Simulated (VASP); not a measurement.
# Sb (I4/mmm) in VASP: notebook

Sb is run at these levels: PBE; tasks: single point, relaxation of cell and atoms.

Everything below comes from runs of VASP 6.6.1. Logs are shortened: lines on timing, memory, paths and dates and some standing lists are left out, and cuts for length are marked.

### Step 1. The cell of the first run

It takes space group I4/mmm (No. 139, tetragonal). Conventional cell: a = 5.181 Å, b = 5.181 Å, c = 6.355 Å, α = 90.00°, β = 90.00°, γ = 90.00°. Within 4.0 Å of Sb (site symmetry -4m2) lie 10 Sb at 3.04 to 3.66 Å. Within 4.0 Å of Sb (site symmetry 4/mmm) lie 8 Sb at 3.04 Å.

### Step 2. Single point, PBE

INCAR

```
PREC = Accurate ; ENCUT = 520
EDIFF = 1E-7 ; ISMEAR = 0
SIGMA = 0.1 ; LREAL = False
LASPH = True ; NELM = 80
ALGO = Normal ; ISIF = 2
LWAVE = False ; LCHARG = False
GGA = PE ; NBANDS = 14
```

KPOINTS

```
Automatic mesh
0
Gamma
  6 6 6
```

POSCAR

```
Sb
1.0
   -2.5905803800      2.5905803800      3.1773298000
    2.5905803800     -2.5905803800      3.1773298000
    2.5905803800      2.5905803800     -3.1773298000
Sb
3
Direct
    0.7500000000      0.2500000000      0.5000000000
    0.2500000000      0.7500000000      0.5000000000
    0.5000000000      0.5000000000      0.0000000000
```

Potentials or basis: VASP PAW PBE potentials, release 64 (Sb).

Started as:

```
> cat potpaw_PBE.64/Sb/POTCAR > POTCAR
> mpirun -np 1 vasp_std > vasp.out
```

OUTCAR:

```text
PREC = Accurate
   ENCUT = 520
   EDIFF = 1E-7
   ISMEAR = 0
   LREAL = False
   LASPH = True
   NELM = 80
   ISIF = 2
   GGA = PE

 ion  position               nearest neighbor table
   1  0.750  0.250  0.500-   3 3.04   3 3.04   3 3.04   3 3.04   2 3.18   2 3.18   2 3.66   2 3.66
                             2 3.66   2 3.66
   2  0.250  0.750  0.500-   3 3.04   3 3.04   3 3.04   3 3.04   1 3.18   1 3.18   1 3.66   1 3.66
                             1 3.66   1 3.66
   3  0.500  0.500  0.000-   2 3.04   1 3.04   2 3.04   1 3.04   1 3.04   2 3.04   1 3.04   2 3.04

  LATTYP: Found a body centered tetragonal cell.
 ALAT       =     5.1811607600
 C/A-ratio  =     1.2264934238

  Lattice vectors:

 A1 = (  -2.5905803800,   2.5905803800,   3.1773298000)
 A2 = (   2.5905803800,  -2.5905803800,   3.1773298000)
 A3 = (   2.5905803800,   2.5905803800,  -3.1773298000)

Analysis of symmetry for initial positions (statically):
=====================================================================
 Subroutine PRICEL returns:
 Original cell was already a primitive cell.

 Routine SETGRP: Setting up the symmetry group for a
 body centered tetragonal supercell.

 Subroutine GETGRP returns: Found 16 space group operations
 (whereof 16 operations were pure point group operations)
 out of a pool of 16 trial point group operations.

The static configuration has the point symmetry D_4h.

Analysis of symmetry for dynamics (positions and initial velocities):
=====================================================================
 Subroutine PRICEL returns:
 Original cell was already a primitive cell.

 Routine SETGRP: Setting up the symmetry group for a
 body centered tetragonal supercell.

 Subroutine GETGRP returns: Found 16 space group operations
 (whereof 16 operations were pure point group operations)
 out of a pool of 16 trial point group operations.

The dynamic configuration has the point symmetry D_4h.

 Subroutine INISYM returns: Found 16 space group operations
 (whereof 16 operations are pure point group operations),
 and found     1 'primitive' translations

----------------------------------------------------------------------------------------

                                     Primitive cell

  volume of cell :      85.2936

  direct lattice vectors                    reciprocal lattice vectors
    -2.590580380  2.590580380  3.177329800     0.000000000  0.193006943  0.157364841
     2.590580380 -2.590580380  3.177329800     0.193006943  0.000000000  0.157364841
     2.590580380  2.590580380 -3.177329800     0.193006943  0.193006943  0.000000000

  length of vectors
     4.849498744  4.849498744  4.849498744     0.249028861  0.249028861  0.272953037

  position of ions in fractional coordinates (direct lattice)
     0.750000000  0.250000000  0.500000000
     0.250000000  0.750000000  0.500000000
     0.500000000  0.500000000  0.000000000

  ion indices of the primitive-cell ions
   primitive index   ion index
                 1           1
                 2           2
                 3           3

----------------------------------------------------------------------------------------

 KPOINTS: Automatic mesh

Automatic generation of k-mesh.
 Grid dimensions read from file:
 generate k-points for:    6    6    6

 Generating k-lattice:

  Cartesian coordinates                     Fractional coordinates (reciprocal lattice)
     0.000000000  0.032167824  0.026227474     0.166666667  0.000000000  0.000000000
     0.032167824  0.000000000  0.026227474     0.000000000  0.166666667  0.000000000
     0.032167824  0.032167824  0.000000000     0.000000000  0.000000000  0.166666667

  Length of vectors
     0.041504810  0.041504810  0.045492173

  Shift w.r.t. Gamma in fractional coordinates (k-lattice)
     0.000000000  0.000000000  0.000000000

 Subroutine IBZKPT returns following result:
 ===========================================

 Found     30 irreducible k-points:

 Following reciprocal coordinates:
            Coordinates               Weight
  0.000000  0.000000  0.000000      1.000000
  0.166667  0.000000  0.000000      8.000000
  0.333333  0.000000  0.000000      8.000000
  0.500000 -0.000000  0.000000      4.000000
  0.166667  0.166667  0.000000      8.000000
  0.333333  0.166667  0.000000     16.000000
[... 16 lines left out ...]
 -0.333333 -0.333333  0.166667      8.000000
 -0.166667 -0.333333  0.166667      8.000000
 [... further k-points ...]
   k-points           NKPTS =     30   k-points in BZ     NKDIM =     30   number of bands    NBANDS=     14
   number of dos      NEDOS =    301   number of ions     NIONS =      3
   total plane-waves  NPLWV =  46656
   dimension x,y,z NGX =    36 NGY =   36 NGZ =   36
   dimension x,y,z NGXF=    72 NGYF=   72 NGZF=   72
   ions per type =               3
   NGX,Y,Z   is equivalent  to a cutoff of  12.34, 12.34, 12.34 a.u.
   NGXF,Y,Z  is equivalent  to a cutoff of  24.68, 24.68, 24.68 a.u.
 SYSTEM =  unknown system
   PREC   = accura    normal or accurate (medium, high low for compatibility)
   ISTART =      0    job   : 0-new  1-cont  2-samecut
   ICHARG =      2    charge: 1-file 2-atom 10-const
   ISPIN  =      1    spin polarized calculation?
   LNONCOLLINEAR =      F non collinear calculations
   LSORBIT =      F    spin-orbit coupling
   LASPH  =      T    aspherical Exc in radial PAW
   ENCUT  =  520.0 eV  38.22 Ry    6.18 a.u.   9.02  9.02  9.02*2*pi/ulx,y,z
   NELM   =     80;   NELMIN=  2; NELMDL= -5     # of ELM steps
   EDIFF  = 0.1E-06   stopping-criterion for ELM
   LREAL  =      F    real-space projection
   EDIFFG = 0.1E-05   stopping-criterion for IOM
   NSW    =      0    number of steps for IOM
   IBRION =     -1    ionic relax: 0-MD 1-quasi-New 2-CG
   NFREE  =      0    steps in history (QN), initial steepest desc. (CG)
   ISIF   =      2    stress and relaxation
   ISYM   =      2    0-nonsym 1-usesym 2-fastsym
   POTIM  = 0.5000    time-step for ionic-motion
   TEBEG  =    0.0;   TEEND  =   0.0 temperature during run
   PSTRESS=    0.0 pullay stress
   NELECT =      15.0000    total number of electrons
   NUPDOWN=      -1.0000    fix difference up-down
   EMIN   =  10.00;   EMAX   =-10.00  energy-range for DOS
   EFERMI =   0.00;   METHOD = LEGACY
   ISMEAR =     0;   SIGMA  =   0.10  broadening in eV -4-tet -1-fermi 0-gaus
   EFERMI_NEDOS =   21; number of points for ismear=-14 and -15
   IALGO  =     38    algorithm
   IMIX   =      4    mixing-type and parameters
     AMIX     =   0.40;   BMIX     =  1.00
     AMIX_MAG =   1.60;   BMIX_MAG =  1.00
  volume/ion in A,a.u.               =      28.43       191.86
  Fermi-wavevector in a.u.,A,eV,Ry     =   0.917205  1.733266 11.446107  0.841265
  Thomas-Fermi vector in A             =   2.042148
   LORBIT       =      0    0 simple, 1 ext, 2 COOP (PROOUT), +10 PAW based schemes
   GGA     = PE    functional components
   LHFCALC =     F    Hartree Fock is set to
   AEXX    =    0.0000 exact exchange contribution
   IVDW    =     0    specifies the selected vdW correction
   LEPSILON=     F    determine dielectric tensor
   LRPA    =     F    only Hartree local field effects (RPA)
 non-spin polarized calculation
 Gauss-broadening in eV      SIGMA  =   0.10
  energy-cutoff  :      520.00
  volume of cell :       85.29
 maximum number of plane-waves:      2328
   NGX = 19   NGY = 19   NGZ = 19

 number of electron      15.0000000 magnetization

 Free energy of the ion-electron system (eV)
  ---------------------------------------------------
  ext. energy  EPLUGINS =         0.00000000
  ---------------------------------------------------
  free energy    TOTEN  =       -11.14664576 eV

  energy without entropy =      -11.13587597  energy(sigma->0) =      -11.14126087

 E-fermi :   7.8600     XC(G=0):  -9.7588

 val. band max:        7.8599814898   @ k =   0.1667   0.1667   0.0000
 cond. band min:       7.8661544253   @ k =  -0.1667  -0.3333   0.1667
 fundamental gap:      0.0061729354
 Fermi energy:         7.8600073379

 k-point     1 :       0.0000    0.0000    0.0000
  band No.  band energies     occupation
      1      -5.3644      2.00000
      2       0.9587      2.00000
      3       2.3051      2.00000
      4       4.3989      2.00000
      5       4.9161      2.00000
      6       4.9161      2.00000
      7       5.7493      2.00000
      8       5.7493      2.00000
      9       6.0112      2.00000
     10       9.3449      0.00000
     11       9.3449      0.00000
     12      11.2560      0.00000
     13      11.3826      0.00000
     14      12.2248      0.00000

 k-point     2 :       0.1667    0.0000    0.0000
  band No.  band energies     occupation
      1      -5.1243      2.00000
      2       0.3136      2.00000
      3       1.5135      2.00000
      4       4.3769      2.00000
      5       4.4532      2.00000
      6       5.0329      2.00000
      7       5.8728      2.00000
      8       6.1051      2.00000
      9       7.6749      1.99115
     10       9.4153      0.00000
     11       9.4560      0.00000
     12      10.4492      0.00000
     13      12.3544      0.00000
     14      13.2651      0.00000

 k-point     3 :       0.3333    0.0000    0.0000
  band No.  band energies     occupation
      1      -4.4345      2.00000
      2      -1.2733      2.00000
      3       0.8214      2.00000
      4       3.8198      2.00000
      5       4.3909      2.00000
      6       5.5597      2.00000
      7       6.1024      2.00000
      8       6.5204      2.00000
      9       8.8927      0.00000
     10       9.8405      0.00000
     11      10.5725      0.00000
     12      11.1164      0.00000
     13      13.5025      0.00000
     14      14.2754      0.00000

 k-point     4 :       0.5000   -0.0000    0.0000
  band No.  band energies     occupation
      1      -3.7212      2.00000
      2      -2.3845      2.00000
      3       0.6191      2.00000
      4       3.6204      2.00000
      5       4.2806      2.00000
      6       6.0023      2.00000
      7       6.0765      2.00000
      8       6.5062      2.00000
      9       9.4737      0.00000
     10      10.0894      0.00000
     11      11.5635      0.00000
     12      11.7972      0.00000
     13      13.7172      0.00000
     14      14.1389      0.00000

 k-point     5 :       0.1667    0.1667    0.0000
  band No.  band energies     occupation
      1      -4.7000      2.00000
      2      -0.5321      2.00000
      3       0.5831      2.00000
      4       4.4989      2.00000
      5       4.5079      2.00000
      6       4.8469      2.00000
      7       5.8743      2.00000
      8       7.5273      2.00000
      9       7.8600      1.00029
     10       9.2847      0.00000
     11      10.0442      0.00000
[... 276 lines left out ...]
 k-point    22 :      -0.1667    0.5000    0.1667
  band No.  band energies     occupation
      1      -3.5406      2.00000
      2      -2.2034      2.00000
      3       0.0663      2.00000
      4       3.0934      2.00000
      5       3.9352      2.00000
      6       5.3449      2.00000
      7       6.9271      2.00000
      8       7.5139      2.00000
      9       8.8473      0.00000
     10      11.2875      0.00000
     11      11.5012      0.00000
     12      11.7316      0.00000
     13      13.6529      0.00000
     14      14.3893      0.00000

 k-point    23 :      -0.3333   -0.3333    0.1667
  band No.  band energies     occupation
      1      -3.6292      2.00000
      2      -1.6708      2.00000
      3      -0.4372      2.00000
      4       2.9273      2.00000
      5       3.7411      2.00000
      6       5.2875      2.00000
      7       6.7076      2.00000
      8       8.4382      0.00000
      9       9.5340      0.00000
     10      10.0730      0.00000
     11      11.1363      0.00000
     12      12.8580      0.00000
     13      13.4483      0.00000
     14      14.1668      0.00000

 k-point    24 :      -0.1667   -0.3333    0.1667
  band No.  band energies     occupation
      1      -4.3764      2.00000
      2      -1.0304      2.00000
      3       0.5730      2.00000
      4       3.1974      2.00000
      5       3.8724      2.00000
      6       5.5857      2.00000
      7       7.1028      2.00000
      8       7.2597      2.00000
      9       7.8662      0.93072
     10       9.4275      0.00000
     11      11.5539      0.00000
     12      11.5786      0.00000
     13      12.9964      0.00000
     14      14.2306      0.00000

 [... further k-points ...]
[... 5 lines left out ...]
  --------------------------------------------------------------------------------------
  -------------------------------------------------------------------------------------
  Total        5.2041870      5.2041870      3.1853312      0.0000000      0.0000000      0.0000000
  in kB       97.7568150     97.7568150     59.8340980      0.0000000      0.0000000      0.0000000
  external PRESSURE =      85.1159093 kB  Pullay stress =       0.0000000 kB

 VOLUME and BASIS-vectors are now :
 -----------------------------------------------------------------------------
  energy-cutoff  :      520.00
  volume of cell :       85.29
      direct lattice vectors                 reciprocal lattice vectors
    -2.590580380  2.590580380  3.177329800     0.000000000  0.193006943  0.157364841
     2.590580380 -2.590580380  3.177329800     0.193006943  0.000000000  0.157364841
     2.590580380  2.590580380 -3.177329800     0.193006943  0.193006943  0.000000000

 POSITION                                       TOTAL-FORCE (eV/Angst)
 -----------------------------------------------------------------------------------
      0.00000      2.59058      1.58866         0.000000     -0.000000      0.000000
      2.59058      0.00000      1.58866        -0.000000      0.000000     -0.000000
      0.00000      0.00000      3.17733        -0.000000      0.000000      0.000000
 -----------------------------------------------------------------------------------
    total drift:                               -0.000000      0.000000     -0.000000

  FREE ENERGIE OF THE ION-ELECTRON SYSTEM (eV)
  ---------------------------------------------------
  free  energy   TOTEN  =       -11.1466457628 eV

  energy  without entropy=      -11.1358759715  energy(sigma->0) =      -11.14126087
```

It took 29 s on 1 thread of Intel Xeon Platinum 8259CL at 2.50GHz (Skylake/Cascade Lake), shared host; peak memory 0.21 GiB.

Results:

- Free energy: -11.1466 eV
- Pressure: 8.5 GPa

Caveat: spin-orbit coupling is left out, which moves the levels of the heavy elements.

[end of part 1 of 2]
